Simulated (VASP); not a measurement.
# Zr3SnSe (Cmmm) in VASP: a series of runs

The runs below take Zr3SnSe through single point, with PBE.

Everything below comes from runs of VASP 6.6.1. Logs are shortened: lines on timing, memory, paths and dates and some standing lists are left out, and cuts for length are marked.

## 1. The cell of the first run

The structure is orthorhombic, space group Cmmm (No. 65). Conventional cell: a = 5.400 Å, b = 9.995 Å, c = 5.552 Å, α = 90.00°, β = 90.00°, γ = 90.00°. Within 3.6 Å of Zr (site symmetry mmm) lie 2 Se at 2.70 Å and 2 Sn at 2.78 Å. Within 3.6 Å of Zr (site symmetry 2/m) lie 2 Zr at 2.70 Å and 2 Sn at 2.84 Å. Within 3.7 Å of Sn (site symmetry mmm) lie 6 Zr at 2.78 to 2.84 Å. Se (site symmetry mmm) has 2 Zr at 2.70 Å within 3.6 Å.

The cell was built from a structure type or drawn by symmetry, and may not be a known phase.

## 2. Single point, PBE

INCAR reads:

```
SYSTEM = Zr3SnSe
PREC     = Accurate       ! precision mode
ENCUT    = 520            ! plane-wave cutoff, eV
EDIFF    = 1E-7           ! SCF threshold, eV
ISMEAR   = 0              ! smearing method
SIGMA    = 0.1            ! smearing width, eV
LREAL    = .FALSE.        ! projectors in reciprocal space
LASPH    = .TRUE.         ! aspherical terms in the spheres
NELM     = 80             ! most SCF steps
ALGO     = Normal         ! electronic algorithm
ISIF     = 2              ! what is computed and relaxed
LWAVE    = .FALSE.        ! write WAVECAR
LCHARG   = .TRUE.         ! write CHGCAR
GGA      = PE             ! functional
LELF     = .TRUE.         ! ELF
LVHAR    = .TRUE.       
NBANDS   = 36             ! bands
```

KPOINTS reads:

```
regular mesh
0
G
  4 4 4
  0 0 0
```

POSCAR reads:

```
Zr3SnSe
1.0
    2.6999086966     -4.9972798702      0.0000000000
    2.6999086966      4.9972798702      0.0000000000
    0.0000000000      0.0000000000      5.5519496848
Zr Sn Se
3 1 1
Direct
    0.5000000000      0.5000000000      0.5000000000
    0.5000000000      0.0000000000      0.0000000000
    0.0000000000      0.5000000000      0.0000000000
    0.5000000000      0.5000000000      0.0000000000
    0.0000000000      0.0000000000      0.5000000000
```

Potentials or basis: VASP PAW PBE potentials, release 64 (Zr_sv, Sn_d, Se).

On the command line:

```sh
> cat potpaw_PBE.64/Zr_sv/POTCAR potpaw_PBE.64/Sn_d/POTCAR potpaw_PBE.64/Se/POTCAR > POTCAR
> mpirun -np 1 vasp_std > vasp.out
```

OUTCAR:

```text
SYSTEM = Zr3SnSe
   PREC = Accurate
   ENCUT = 520
   EDIFF = 1E-7
   ISMEAR = 0
   LREAL = .FALSE.
   LASPH = .TRUE.
   NELM = 80
   ISIF = 2
   GGA = PE

 ion  position               nearest neighbor table
   1  0.500  0.500  0.500-   5 2.70   5 2.70   4 2.78   4 2.78
   2  0.500  0.000  0.000-   3 2.70   3 2.70   4 2.84   4 2.84
   3  0.000  0.500  0.000-   2 2.70   2 2.70   4 2.84   4 2.84
   4  0.500  0.500  0.000-   1 2.78   1 2.78   3 2.84   2 2.84   2 2.84   3 2.84
   5  0.000  0.000  0.500-   1 2.70   1 2.70

  LATTYP: Found a base centered orthorhombic cell.
 ALAT       =     5.3998173932
 B/A-ratio  =     1.8509069868
 C/A-ratio  =     1.0281735993

  Lattice vectors:

 A1 = (   2.6999086966,  -4.9972798702,   0.0000000000)
 A2 = (   2.6999086966,   4.9972798702,   0.0000000000)
 A3 = (   0.0000000000,   0.0000000000,   5.5519496848)

Analysis of symmetry for initial positions (statically):
=====================================================================
 Subroutine PRICEL returns:
 Original cell was already a primitive cell.

 Routine SETGRP: Setting up the symmetry group for a
 base centered orthorhombic supercell.

 Subroutine GETGRP returns: Found  8 space group operations
 (whereof  8 operations were pure point group operations)
 out of a pool of  8 trial point group operations.

The static configuration has the point symmetry D_2h.

Analysis of symmetry for dynamics (positions and initial velocities):
=====================================================================
 Subroutine PRICEL returns:
 Original cell was already a primitive cell.

 Routine SETGRP: Setting up the symmetry group for a
 base centered orthorhombic supercell.

 Subroutine GETGRP returns: Found  8 space group operations
 (whereof  8 operations were pure point group operations)
 out of a pool of  8 trial point group operations.

The dynamic configuration has the point symmetry D_2h.

 Subroutine INISYM returns: Found  8 space group operations
 (whereof  8 operations are pure point group operations),
 and found     1 'primitive' translations

----------------------------------------------------------------------------------------

                                     Primitive cell

  volume of cell :     149.8160

[... 88 lines left out ...]
   ENCUT  =  520.0 eV  38.22 Ry    6.18 a.u.  10.56 10.56 10.32*2*pi/ulx,y,z
   NELM   =     80;   NELMIN=  2; NELMDL= -5     # of ELM steps
   EDIFF  = 0.1E-06   stopping-criterion for ELM
   LREAL  =      F    real-space projection
   EDIFFG = 0.1E-05   stopping-criterion for IOM
   NSW    =      0    number of steps for IOM
   IBRION =     -1    ionic relax: 0-MD 1-quasi-New 2-CG
   NFREE  =      0    steps in history (QN), initial steepest desc. (CG)
   ISIF   =      2    stress and relaxation
   ISYM   =      2    0-nonsym 1-usesym 2-fastsym
   POTIM  = 0.5000    time-step for ionic-motion
   TEBEG  =    0.0;   TEEND  =   0.0 temperature during run
   PSTRESS=    0.0 pullay stress
   NELECT =      56.0000    total number of electrons
   NUPDOWN=      -1.0000    fix difference up-down
   EMIN   =  10.00;   EMAX   =-10.00  energy-range for DOS
   EFERMI =   0.00;   METHOD = LEGACY
   ISMEAR =     0;   SIGMA  =   0.10  broadening in eV -4-tet -1-fermi 0-gaus
   EFERMI_NEDOS =   21; number of points for ismear=-14 and -15
   IALGO  =     38    algorithm
   IMIX   =      4    mixing-type and parameters
     AMIX     =   0.40;   BMIX     =  1.00
     AMIX_MAG =   1.60;   BMIX_MAG =  1.00
  volume/ion in A,a.u.               =      29.96       202.20
  Fermi-wavevector in a.u.,A,eV,Ry     =   1.179283  2.228522 18.921740  1.390709
  Thomas-Fermi vector in A             =   2.315597
   LORBIT       =      0    0 simple, 1 ext, 2 COOP (PROOUT), +10 PAW based schemes
   GGA     = PE    functional components
   LHFCALC =     F    Hartree Fock is set to
   AEXX    =    0.0000 exact exchange contribution
   IVDW    =     0    specifies the selected vdW correction
   LEPSILON=     F    determine dielectric tensor
   LRPA    =     F    only Hartree local field effects (RPA)
 non-spin polarized calculation
 Gauss-broadening in eV      SIGMA  =   0.10
  energy-cutoff  :      520.00
  volume of cell :      149.82
 maximum number of plane-waves:      4059
   NGX = 21   NGY = 21   NGZ = 21

 number of electron      56.0000006 magnetization

 Free energy of the ion-electron system (eV)
  ---------------------------------------------------
  ext. energy  EPLUGINS =         0.00000000
  ---------------------------------------------------
  free energy    TOTEN  =       -30.44202782 eV

  energy without entropy =      -30.40858354  energy(sigma->0) =      -30.42530568

 E-fermi :   5.6127     XC(G=0):  -9.4441

 val. band max:        5.5934844750   @ k =  -0.2500   0.2500   0.2500
 cond. band min:       5.6395505625   @ k =   0.5000   0.2500   0.0000
 fundamental gap:      0.0460660875
 Fermi energy:         5.6127295468

 k-point     1 :       0.0000    0.0000    0.0000
  band No.  band energies     occupation
      1     -44.0141      2.00000
      2     -43.5807      2.00000
      3     -43.2852      2.00000
      4     -22.3938      2.00000
      5     -22.1502      2.00000
      6     -22.0347      2.00000
[... 808 lines left out ...]
     35       8.1004      0.00000
     36       8.1133      0.00000

------------------------ aborting loop because EDIFF is reached ----------------------------------------

  FORCE on cell =-STRESS in cart. coord.  units (eV):
  Direction    XX          YY          ZZ          XY          YZ          ZX
  --------------------------------------------------------------------------------------
  -------------------------------------------------------------------------------------
  Total       -0.0411997      0.1310259     -0.0504004      0.0000000      0.0000000      0.0000000
  in kB       -0.4406019      1.4012303     -0.5389973      0.0000000      0.0000000      0.0000000
  external PRESSURE =       0.1405437 kB  Pullay stress =       0.0000000 kB

 VOLUME and BASIS-vectors are now :
 -----------------------------------------------------------------------------
  energy-cutoff  :      520.00
  volume of cell :      149.82
      direct lattice vectors                 reciprocal lattice vectors
     2.699908697 -4.997279870  0.000000000     0.185191448 -0.100054432  0.000000000
     2.699908697  4.997279870  0.000000000     0.185191448  0.100054432  0.000000000
     0.000000000  0.000000000  5.551949685     0.000000000  0.000000000  0.180116906

 POSITION                                       TOTAL-FORCE (eV/Angst)
 -----------------------------------------------------------------------------------
      2.69991      0.00000      2.77597        -0.000000      0.000000      0.000000
      1.34995     -2.49864      0.00000         0.000000     -0.000000      0.000000
      1.34995      2.49864      0.00000        -0.000000     -0.000000      0.000000
      2.69991      0.00000      0.00000         0.000000     -0.000000      0.000000
      0.00000      0.00000      2.77597        -0.000000      0.000000      0.000000
 -----------------------------------------------------------------------------------
    total drift:                                0.000000      0.000000     -0.000000

  FREE ENERGIE OF THE ION-ELECTRON SYSTEM (eV)
  ---------------------------------------------------
  free  energy   TOTEN  =       -30.4420278202 eV

  energy  without entropy=      -30.4085835383  energy(sigma->0) =      -30.42530568
```

It took 2.5 min on 1 thread of Intel Xeon 6975P-C (Granite Rapids), shared host; peak memory 0.31 GiB.

What came out:

```yaml
Free_energy: -30.4420 eV
Pressure: 0.0 GPa
Band_gap_on_the_k_mesh: zero (bands 28 and 29 overlap by 1.00 eV)
```

Stress tensor (GPa, compression positive):
```
-0.04  0.00  0.00
 0.00  0.14  0.00
 0.00  0.00 -0.05
```

Levels at points of the mesh, in eV from the Fermi level:
```tsv
k point	band 24	band 25	band 26	band 27	band 28	band 29	band 30	band 31	band 32	band 33
(0.00, 0.00, 0.00)	-1.49	-1.34	-1.32	-0.36	-0.32	-0.24	-0.24	0.55	0.80	1.42
(0.50, 0.00, 0.00)	-1.49	-1.39	-0.63	-0.13	-0.03	0.70	1.01	1.14	1.29	1.32
(0.50, 0.50, 0.00)	-1.71	-1.69	-0.93	-0.08	-0.04	0.13	0.60	0.64	0.82	0.87
(0.00, 0.00, 0.50)	-1.95	-1.41	-1.34	-1.25	-0.39	-0.30	0.21	0.89	0.98	1.88
(0.50, 0.00, 0.50)	-2.70	-0.31	-0.06	0.08	0.54	0.78	0.84	1.03	1.10	1.38
(0.50, 0.50, 0.50)	-2.34	-2.22	-1.83	-1.00	-0.75	0.24	0.27	0.65	1.24	1.87
```

Caveat: spin-orbit coupling is left out, which moves the levels of the heavy elements.

## 3. Single point, PBE

This run uses another cell than the first one, of 30.06 Å³/atom.

INCAR reads:

```
ALGO = Normal ; EDIFF = 1E-7
ENCUT = 520 ; GGA = PE
ISIF = 2 ; ISMEAR = 0
LASPH = True ; LCHARG = True
LELF = True ; LREAL = False
LVHAR = True ; LWAVE = False
NBANDS = 36 ; NELM = 80
PREC = Accurate ; SIGMA = 0.1
```

KPOINTS reads:

```
k-points
0
Gamma
  8 8 8
```

POSCAR, as its differences from that of step 2:

```diff
@@ -2,5 +2,5 @@
 1.0
-    2.6999086966     -4.9972798702      0.0000000000
-    2.6999086966      4.9972798702      0.0000000000
-    0.0000000000      0.0000000000      5.5519496848
+    2.7147756955     -4.9935981273      0.0000000000
+    2.7147756955      4.9935981273      0.0000000000
+    0.0000000000      0.0000000000      5.5429601206
 Zr Sn Se
```

Potentials or basis: VASP PAW PBE potentials, release 64 (Zr_sv, Sn_d, Se).

On the command line:

```sh
> cat potpaw_PBE.64/Zr_sv/POTCAR potpaw_PBE.64/Sn_d/POTCAR potpaw_PBE.64/Se/POTCAR > POTCAR
> mpirun -np 1 vasp_std > vasp.out
```

Run time: 13 min. Hardware: 1 thread of Intel Xeon 6975P-C (Granite Rapids), shared host; peak memory 0.63 GiB.

The run converged. Its results:

```
Free energy            : -30.3629 eV
Pressure               : 0.0 GPa
Band gap on the k mesh : zero (bands 28 and 29 overlap by 0.96 eV)
```

Stress tensor (GPa, compression positive):
```
0.08 0.00 0.00
0.00 0.00 0.00
0.00 0.00 0.01
```

Levels at points of the mesh, in eV from the Fermi level:
```tsv
k point	band 24	band 25	band 26	band 27	band 28	band 29	band 30	band 31	band 32	band 33
(0.00, 0.00, 0.00)	-1.52	-1.34	-1.33	-0.40	-0.36	-0.29	-0.28	0.48	0.73	1.37
(0.50, 0.00, 0.00)	-1.53	-1.45	-0.68	-0.16	-0.07	0.67	0.98	1.06	1.20	1.29
(0.50, 0.50, 0.00)	-1.72	-1.72	-1.00	-0.12	-0.04	0.08	0.57	0.62	0.80	0.84
(0.00, 0.00, 0.50)	-1.98	-1.48	-1.41	-1.28	-0.42	-0.29	0.18	0.87	0.97	1.81
(0.50, 0.00, 0.50)	-2.77	-0.35	-0.12	0.04	0.51	0.75	0.82	0.97	1.03	1.31
(0.50, 0.50, 0.50)	-2.42	-2.26	-1.84	-1.02	-0.75	0.20	0.26	0.62	1.19	1.80
```

Caveat: spin-orbit coupling is left out, which moves the levels of the heavy elements.
